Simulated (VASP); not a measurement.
# Be (P1) in VASP: a series of runs

Be is run at these levels: LDA; tasks: single point.

Program: VASP 6.6.1. These are calculated values, not measurements. Logs are shortened: lines on timing, memory, paths and dates and some standing lists are left out, and cuts for length are marked.

### 1 The cell of the first run

The typed cell holds 36 atoms: a = 6.870 Å, b = 6.870 Å, c = 7.177 Å, α = 90.00°, β = 90.00°, γ = 120.00°.

### 2 Single point, LDA

Input file INCAR:

```
SYSTEM = Be
PREC     = Accurate       ! precision mode
ENCUT    = 520            ! plane-wave cutoff, eV
EDIFF    = 1E-6           ! SCF threshold, eV
ISMEAR   = -1             ! smearing method
SIGMA    = 0.24           ! smearing width, eV
LREAL    = Auto         
LASPH    = .True.         ! aspherical terms in the spheres
NELM     = 80             ! most SCF steps
ALGO     = Normal         ! electronic algorithm
ISIF     = 2              ! what is computed and relaxed
LWAVE    = .False.        ! write WAVECAR
LCHARG   = .True.         ! write CHGCAR
LELF     = .True.         ! ELF
LVHAR    = .True.       
NBANDS   = 60             ! bands
```

Input file KPOINTS:

```
Automatic mesh
0
Gamma
  2 2 2
  0 0 0
```

Input file POSCAR:

```
Be
1.0
    6.8700000000      0.0000000000      0.0000000000
   -3.4350000000      5.9495950000      0.0000000000
    0.0000000000      0.0000000000      7.1768600000
Be
36
Direct
   -0.0356005852     -0.0041851588      0.0242027851
    0.1426255100      0.2552946881      0.2512240729
    0.0086948471     -0.0079669288      0.5142220971
    0.0919936875      0.1681795147      0.7312390098
    0.0530842333      0.3451495438     -0.0180580365
    0.0650522057      0.5452135818      0.2528543123
    0.0267701290      0.3023903308      0.5052766809
    0.1070671142      0.5573656694      0.7047232355
   -0.0149470135      0.5972675451     -0.0103527169
    0.1347935794      0.8706643057      0.2327062253
    0.0035281334      0.6794580135      0.4860064151
    0.1035342188      0.8805473314      0.7228788077
    0.3501023795      0.0240184416      0.0436402549
    0.4630541583      0.3031971084      0.2597375454
    0.3325885072     -0.0081854311      0.5022948755
    0.4311159101      0.1940804374      0.7374673604
    0.3027601141      0.2665391510     -0.0020621832
    0.4605198079      0.5879391791      0.2269655532
    0.3188356454      0.3272491657      0.4891554245
    0.4300102739      0.5060176365      0.7552049225
    0.3176706259      0.6859962737      0.0174728224
    0.4544327817      0.8745133072      0.2669969875
    0.3759571139      0.6425983617      0.5035489058
    0.4669825661      0.8660757581      0.7311554078
    0.6303145474      0.0345737819      0.0253035450
    0.8089920416      0.2944906334      0.2642102535
    0.6665851841      0.0339855066      0.5279328286
    0.7978018025      0.2399995294      0.7887153992
    0.6300365245      0.3302913896      0.0448106832
    0.8147747209      0.6123442016      0.1878537411
    0.6795667352      0.3437040673      0.5084256903
    0.7768677332      0.5253802990      0.7264179599
    0.6099736977      0.6432370607     -0.0191169955
    0.8232827178      0.9089526262      0.2836755907
    0.6856294562      0.6285806009      0.4753750247
    0.7657812816      0.9043136550      0.7353355088
```

Potentials or basis: VASP PAW LDA potentials, release 64 (Be).

Launch:

```
$ cat potpaw_LDA.64/Be/POTCAR > POTCAR
$ mpirun -np 1 vasp_std > vasp.out
```

OUTCAR:

```text
SYSTEM = Be
   PREC = Accurate
   ENCUT = 520
   EDIFF = 1E-6
   ISMEAR = -1
   LREAL = Auto
   LASPH = .True.
   NELM = 80
   ISIF = 2

 ion  position               nearest neighbor table
   1  0.964  0.996  0.024-  34 2.05  17 2.14   5 2.18   2 2.27  10 2.31   4 2.36  36 2.39
   2  0.143  0.255  0.251-  19 2.01  14 2.06   7 2.08  17 2.11   5 2.21  18 2.24   1 2.27  34 2.30
                             6 2.30
   3  0.009  0.992  0.514-   4 1.88  12 1.94  34 1.99   7 2.07  11 2.14  36 2.16  15 2.23  19 2.23
                            35 2.39
   4  0.092  0.168  0.731-   3 1.88  12 2.02   7 2.02  36 2.06  19 2.22  16 2.25   5 2.26  17 2.29
                            20 2.33  28 2.34   1 2.36
   5  0.053  0.345  0.982-   9 2.01  17 2.04  28 2.06  21 2.14   1 2.18   2 2.21   4 2.26   6 2.36
                             8 2.38
   6  0.065  0.545  0.253-  26 1.74  10 2.04  30 2.04   9 2.05  11 2.05  21 2.26   2 2.30   5 2.36
                             7 2.39
   7  0.027  0.302  0.505-  19 1.93   4 2.02   3 2.07   2 2.08   8 2.11  27 2.23  26 2.27  23 2.37
                             6 2.39
   8  0.107  0.557  0.705-  11 2.07   7 2.11  32 2.17  23 2.18  28 2.24  12 2.24   9 2.28  24 2.32
                             5 2.38
   9  0.985  0.597  0.990-  30 1.88   5 2.01   6 2.05  21 2.06  29 2.24  32 2.27   8 2.28  10 2.39
[... 35 lines left out ...]
  30  0.815  0.612  0.188-   9 1.88  29 1.99   6 2.04  10 2.05  34 2.12  33 2.13  26 2.23  35 2.27
                            14 2.34  18 2.37
  31  0.680  0.344  0.508-  32 1.90  35 1.95  26 2.07  27 2.09  16 2.22  14 2.25  11 2.27
  32  0.777  0.525  0.726-  31 1.90  28 2.08  35 2.14   8 2.17  11 2.21   9 2.27  20 2.33  16 2.33
                            12 2.35
  33  0.610  0.643  0.981-  20 1.97  18 1.98  30 2.13  21 2.19  29 2.27  36 2.36
  34  0.823  0.909  0.284-   3 1.99   1 2.05  30 2.12  35 2.16   2 2.30  10 2.31
  35  0.686  0.629  0.475-  31 1.95  11 2.03  32 2.14  34 2.16  23 2.19  30 2.27  18 2.28  19 2.33
                             3 2.39
  36  0.766  0.904  0.735-  24 1.94  27 2.02   4 2.06   3 2.16  28 2.24  33 2.36   1 2.39

  LATTYP: Found a hexagonal cell.
 ALAT       =     6.8700000000
 C/A-ratio  =     1.0446666667

  Lattice vectors:

 A1 = (   6.8700000000,   0.0000000000,   0.0000000000)
 A2 = (  -3.4350000000,   5.9495950000,   0.0000000000)
 A3 = (   0.0000000000,   0.0000000000,   7.1768600000)

Analysis of symmetry for initial positions (statically):
=====================================================================
 Subroutine PRICEL returns:
 Original cell was already a primitive cell.

 Routine SETGRP: Setting up the symmetry group for a
 hexagonal supercell.

 Subroutine GETGRP returns: Found  1 space group operations
 (whereof  1 operations were pure point group operations)
 out of a pool of 24 trial point group operations.

The static configuration has the point symmetry C_1 .

[... 175 lines left out ...]
   NUPDOWN=      -1.0000    fix difference up-down
   EMIN   =  10.00;   EMAX   =-10.00  energy-range for DOS
   EFERMI =   0.00;   METHOD = LEGACY
   ISMEAR =    -1;   SIGMA  =   0.24  broadening in eV -4-tet -1-fermi 0-gaus
   EFERMI_NEDOS =   21; number of points for ismear=-14 and -15
   IALGO  =     38    algorithm
   IMIX   =      4    mixing-type and parameters
     AMIX     =   0.40;   BMIX     =  1.00
     AMIX_MAG =   1.60;   BMIX_MAG =  1.00
  volume/ion in A,a.u.               =       8.15        54.99
  Fermi-wavevector in a.u.,A,eV,Ry     =   1.025005  1.936979 14.294770  1.050636
  Thomas-Fermi vector in A             =   2.158823
   LORBIT       =      0    0 simple, 1 ext, 2 COOP (PROOUT), +10 PAW based schemes
   GGA     = CA    functional components
   LHFCALC =     F    Hartree Fock is set to
   AEXX    =    0.0000 exact exchange contribution
   IVDW    =     0    specifies the selected vdW correction
   LEPSILON=     F    determine dielectric tensor
   LRPA    =     F    only Hartree local field effects (RPA)
 non-spin polarized calculation
  energy-cutoff  :      520.00
  volume of cell :      293.34
 maximum number of plane-waves:      7912
 NGX is ok and might be reduce to    54
   NGX = 25   NGY = 25   NGZ = 27

 number of electron      72.0000000 magnetization

 Free energy of the ion-electron system (eV)
  ---------------------------------------------------
  ext. energy  EPLUGINS =         0.00000000
  ---------------------------------------------------
  free energy    TOTEN  =      -140.39693407 eV

  energy without entropy =     -139.44713899  energy(sigma->0) =     -139.92203653

 E-fermi :   6.1874     XC(G=0): -10.4807

 val. band max:        6.1765586171   @ k =   0.5000   0.5000   0.0000
 cond. band min:       6.2044800645   @ k =   0.0000   0.0000   0.5000
 fundamental gap:      0.0279214474
 Fermi energy:         6.1874411790

 k-point     1 :       0.0000    0.0000    0.0000
  band No.  band energies     occupation
      1      -4.5521      2.00000
      2      -2.6633      2.00000
      3      -2.3149      2.00000
      4      -1.7928      2.00000
      5      -1.6077      2.00000
      6      -1.4932      2.00000
[... 397 lines left out ...]
     47       9.0072      0.00002
     48       9.2891      0.00000
 [bands above 48 left out]

------------------------ aborting loop because EDIFF is reached ----------------------------------------

  FORCE on cell =-STRESS in cart. coord.  units (eV):
  Direction    XX          YY          ZZ          XY          YZ          ZX
  --------------------------------------------------------------------------------------
  -------------------------------------------------------------------------------------
  Total        8.8974071      1.9051147     -0.5550366     -1.6293567      0.8018655     -2.8487352
  in kB       48.5954300     10.4052639     -3.0314722     -8.8991420      4.3795907    -15.5590850
  external PRESSURE =      18.6564072 kB  Pullay stress =       0.0000000 kB

 VOLUME and BASIS-vectors are now :
 -----------------------------------------------------------------------------
  energy-cutoff  :      520.00
  volume of cell :      293.34
      direct lattice vectors                 reciprocal lattice vectors
     6.870000000  0.000000000  0.000000000     0.145560408  0.084039334  0.000000000
    -3.435000000  5.949595000  0.000000000     0.000000000  0.168078668  0.000000000
     0.000000000  0.000000000  7.176860000     0.000000000  0.000000000  0.139336702

 POSITION                                       TOTAL-FORCE (eV/Angst)
 -----------------------------------------------------------------------------------
      3.20480      5.92470      0.17370         0.636314     -0.186349     -0.923018
      0.10290      1.51890      1.80300        -1.038284     -0.988301     -0.526736
     -3.34790      5.90220      3.69050         0.093197     -0.069636     -1.551912
      0.05430      1.00060      5.24800         0.326216      1.986282      2.147708
     -0.82090      2.05350      7.04726        -0.085643     -0.341095      0.684369
     -1.42590      3.24380      1.81470         3.650747      1.998274     -0.408128
[... 28 lines left out ...]
      2.55110      3.73980      3.41170        -1.764269      0.706366      0.047897
      2.15460      5.38030      5.27740         1.459480     -1.029850      0.926292
 -----------------------------------------------------------------------------------
    total drift:                               -0.000630     -0.000558      0.000898

  FREE ENERGIE OF THE ION-ELECTRON SYSTEM (eV)
  ---------------------------------------------------
  free  energy   TOTEN  =      -140.3969340711 eV

  energy  without entropy=     -139.4471389921  energy(sigma->0) =     -139.92203653
```

stdout:

```text
POSCAR found type information on POSCAR Be
 POSCAR found :  1 types and      36 ions
 scaLAPACK will be used
 LDA part: xc-table for (Slater(with rela. corr.)+CA(PZ))
 , standard interpolation
 POSCAR, INCAR and KPOINTS ok, starting setup
 FFT: planning ... GRIDC
 FFT: planning ... GRID_SOFT
 FFT: planning ... GRID
 WAVECAR not read
 entering main loop
```

Run time: 5.1 min. Hardware: 1 thread of AMD EPYC 7R43 (Zen 3), shared host; peak memory 0.3 GiB.

What came out:

* Free energy: -140.3969 eV
* Pressure: 1.9 GPa
* Largest force: 4.182 eV/Å
* Band gap on the k mesh: zero (band 36 reaches 6.23 eV, above the bottom of band 37 at 5.72 eV)

Forces in eV/Å, atoms in the order of the input:
```
Be   0.636 -0.186 -0.923
Be  -1.038 -0.988 -0.527
Be   0.093 -0.070 -1.552
Be   0.326  1.986  2.148
Be  -0.086 -0.341  0.684
Be   3.651  1.998 -0.408
Be  -2.628  0.562 -0.823
Be   0.568  0.055  1.978
Be  -0.470  0.579 -1.790
Be  -1.254  0.212  1.002
Be  -0.169 -0.334 -0.388
Be   0.464 -1.041  1.857
Be   0.503 -0.732 -1.256
Be   1.413 -1.415  0.727
Be   0.188 -0.122 -0.609
Be   0.788  0.301  0.810
Be  -0.635  1.704 -0.464
Be  -0.009 -0.631  1.223
Be   1.701 -0.061  0.933
Be  -0.733  0.466 -1.032
Be   0.146  0.453 -0.496
Be  -0.643  0.597  0.090
Be  -1.219  1.335 -0.366
Be  -1.976 -0.154  1.638
Be   2.677 -1.133 -0.537
Be  -0.992 -3.770 -0.182
Be   0.505 -0.155 -1.562
Be  -0.375 -0.457 -1.142
Be   0.941  0.651 -2.846
Be  -1.508 -0.320  2.523
Be   0.262 -1.291 -0.189
Be  -0.549  1.623  1.434
Be   1.407  1.154 -0.250
Be  -1.682 -0.152 -0.680
Be  -1.764  0.706  0.048
Be   1.459 -1.030  0.926
```

Caveat: the k points lie up to 0.53 Å⁻¹ apart; forces of over 1 eV/Å act on the atoms, so gaps and moduli don't describe the material at rest.

### 3 Single point, LDA

Input file INCAR:

```
SYSTEM = Be
PREC = Accurate
ENCUT = 520
EDIFF = 1E-6
ISMEAR = -1
SIGMA = 0.24
LREAL = Auto
LASPH = .TRUE.
NELM = 100
ALGO = Normal
ISIF = 2
LWAVE = .FALSE.
LCHARG = .FALSE.
NBANDS = 60
```

Input file KPOINTS:

```
Automatic mesh
0
G
  2 2 2
  0 0 0
```

Input file POSCAR:

```
Be
1.0
    6.8700000000      0.0000000000      0.0000000000
   -3.4350000000      5.9495950000      0.0000000000
    0.0000000000      0.0000000000      7.1768600000
Be
36
Direct
    0.0029625584      0.0010925113     -0.0003762091
    0.0870357924      0.2138969123      0.2565467349
    0.0025613349     -0.0029413767      0.4620405024
    0.1325470469      0.2051232059      0.7612521353
    0.0909473230      0.3951697553     -0.0061865495
    0.1566804171      0.5804932941      0.2371510661
    0.0105932743      0.3309973200      0.4888070828
    0.1284500997      0.5578026740      0.7147972790
   -0.0094653630      0.6265132333     -0.0354751242
    0.1370467987      0.9398286774      0.2519207564
   -0.0436936163      0.6454220834      0.4509074999
    0.0887126858      0.8454020820      0.7678984960
    0.3802586162      0.0135303327      0.0108961301
    0.4926168693      0.2576645973      0.2794954897
    0.3024931724     -0.0494823597      0.4948960966
    0.4619000533      0.2192586218      0.7464545776
    0.3290649175      0.2811283793      0.0153688382
    0.5054208538      0.6110163801      0.2381542903
    0.3182686681      0.2973815865      0.4928757144
    0.3932392013      0.4734944143      0.7337749378
    0.3292613326      0.7273436259      0.0257494224
    0.5283025093      0.9564012340      0.2774890412
    0.3388452254      0.6770208728      0.4581251411
    0.4708152560      0.8811356067      0.7855106551
    0.6866443944     -0.0193458546      0.0414387350
    0.7941999964      0.2452267759      0.2681952832
    0.6676091572      0.0037481543      0.5121320466
    0.7716634499      0.2152919653      0.7570162996
    0.6683518419      0.3723950958     -0.0328416606
    0.7850183371      0.6034864558      0.2420417843
    0.6622632732      0.3067099525      0.5075896701
    0.7973716389      0.5648451701      0.7546754430
    0.6127822918      0.6443127641     -0.0364783485
    0.7755517776      0.8907833222      0.2663281714
    0.6108184946      0.6129324769      0.4942551478
    0.7986663491      0.8805641392      0.8025236663
```

Potentials or basis: VASP PAW LDA potentials, release 64 (Be).

Launch:

```
$ cat potpaw_LDA.64/Be/POTCAR > POTCAR
$ mpirun -np 1 vasp_std > vasp.out
```

Run time: 5.5 min. Hardware: 1 thread of AMD EPYC 7R43 (Zen 3), shared host; peak memory 0.31 GiB.

It converged, with:

| Quantity | Value |
| --- | --- |
| Free energy | -140.4168 eV |
| Pressure | 1.8 GPa |
| Largest force | 3.894 eV/Å |
| Band gap on the k mesh | zero (band 36 reaches 6.43 eV, above the bottom of band 37 at 5.93 eV) |

Forces in eV/Å, atoms in the order of the input:
```
Be   0.729  0.218  1.337
Be   0.398  0.552 -1.263
Be  -0.020 -0.155  3.155
Be  -1.424 -1.844 -0.600
Be   0.269 -1.509 -0.266
Be  -2.035 -1.279  0.342
Be   0.027  0.156  0.737
Be  -0.579  0.296  0.562
Be   0.500  0.377  2.417
Be   0.812 -0.961 -1.348
Be   2.156  0.692  2.496
Be   0.835  2.446 -1.325
Be  -0.733  1.980  0.113
Be  -0.807 -0.617 -1.907
Be   0.235  1.152  0.879
Be  -0.451 -0.731  0.054
Be  -0.210  0.781 -0.100
Be  -2.711 -1.811 -0.913
Be  -0.194 -0.038  0.177
Be   0.290  3.143  0.487
Be   1.618 -1.478 -0.884
Be  -3.171 -1.905 -0.951
Be   0.937 -0.395  2.062
Be   0.234 -0.059 -1.290
Be  -0.901  0.269 -1.764
Be   0.637  0.918 -1.052
Be   0.833 -0.158  1.406
Be   0.761  0.278  0.209
Be  -0.092 -1.613  2.363
Be   0.492 -1.430 -1.974
Be   0.132  0.816  0.245
Be  -1.095 -0.745 -2.146
Be   0.515 -0.157  1.554
Be   1.215  0.757  0.397
Be   1.770  0.900  0.380
Be  -0.971  1.156 -3.590
```

Stress tensor (GPa, compression positive):
```
 2.84  2.04  1.48
 2.04  0.06 -0.05
 1.48 -0.05  2.58
```

Levels at points of the mesh, in eV from the Fermi level:
| k point | band 34 | band 35 | band 36 | band 37 | band 38 | band 39 |
| --- | --- | --- | --- | --- | --- | --- |
| (0.00, 0.00, 0.00) | -0.37 | -0.14 | -0.11 | 0.09 | 0.26 | 0.31 |
| (0.50, 0.00, 0.00) | -0.56 | -0.52 | 0.16 | 0.76 | 0.99 | 1.19 |
| (0.00, 0.50, 0.00) | -0.74 | -0.66 | -0.20 | 0.57 | 0.80 | 1.12 |
| (0.50, 0.50, 0.00) | -0.71 | -0.43 | 0.10 | 0.69 | 0.91 | 1.20 |
| (0.00, 0.00, 0.50) | -1.34 | -1.27 | -1.11 | -0.34 | -0.30 | 0.10 |
| (0.50, 0.00, 0.50) | -1.20 | -0.71 | -0.54 | 0.53 | 1.12 | 1.38 |
| (0.00, 0.50, 0.50) | -1.29 | -1.16 | -1.00 | 1.12 | 1.22 | 1.36 |
| (0.50, 0.50, 0.50) | -1.17 | -1.02 | -0.78 | 0.85 | 1.25 | 1.36 |

Caveat: the k points lie up to 0.53 Å⁻¹ apart; forces of over 1 eV/Å act on the atoms, so gaps and moduli don't describe the material at rest.

[end of part 1 of 2]
